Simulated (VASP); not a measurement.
A run of VASP 6.6.1 is set up as follows.

The input POSCAR:

```
CuO
1.0
    2.0309573692     -2.0396220817      0.0000000000
    2.0309573692      2.0396220817      0.0000000000
    0.0000000000      0.0000000000      5.1186930331
Cu O
2 2
Direct
    0.5000000000      0.0000000000      0.0000000000
    0.0000000000      0.5000000000      0.5000000000
    0.5000000000      0.5000000000      0.2500000000
    0.5000000000      0.5000000000      0.7500000000
```

The input INCAR.step1:

```
PREC = Accurate
ENCUT = 900
ISMEAR = -1
SIGMA = 0.05
LREAL = F
LASPH = T
NELM = 120
NBANDS = 33
GGA = PE
ALGO = Normal
EDIFF = 1E-5
LWAVE = T
LCHARG = F
GGA_COMPAT = F
```

Contents of INCAR.step2:

```
PREC = Accurate
ENCUT = 900
EDIFF = 1E-6
ISMEAR = -1
SIGMA = 0.05
LREAL = F
LASPH = T
NELM = 120
ALGO = Normal
ISIF = 2
LWAVE = F
LCHARG = F
METAGGA = R2SCAN
LMIXTAU = T
IVDW = 12
VDW_S6 = 1.0
VDW_S8 = 0.78981345
VDW_A1 = 0.49484001
VDW_A2 = 5.73083694
NBANDS = 33
ISTART = 1
GGA_COMPAT = F
```

File KPOINTS:

```
Automatic mesh
0
Gamma
  9 9 5
```

Potentials or basis: VASP PAW PBE potentials, release 64 (Cu_sv_GW, O).

Run with:

```sh
$ cat potpaw_PBE.64/Cu_sv_GW/POTCAR potpaw_PBE.64/O/POTCAR > POTCAR
$ cp INCAR.step1 INCAR
$ mpirun -np 1 vasp_std > vasp.out
$ cp INCAR.step2 INCAR
$ mpirun -np 1 vasp_std > vasp.out
```

Task: Predict the dispersion energy per atom.

Result: -0.128 eV.

Task: What does it give for the pressure?

Result: -0.2 GPa.

Stress tensor (GPa, compression positive):
```
-0.20  0.00  0.00
 0.00 -0.24  0.00
 0.00  0.00 -0.14
```

Caveat: the PAW data sets were made with another functional, which shifts forces and pressure a little.
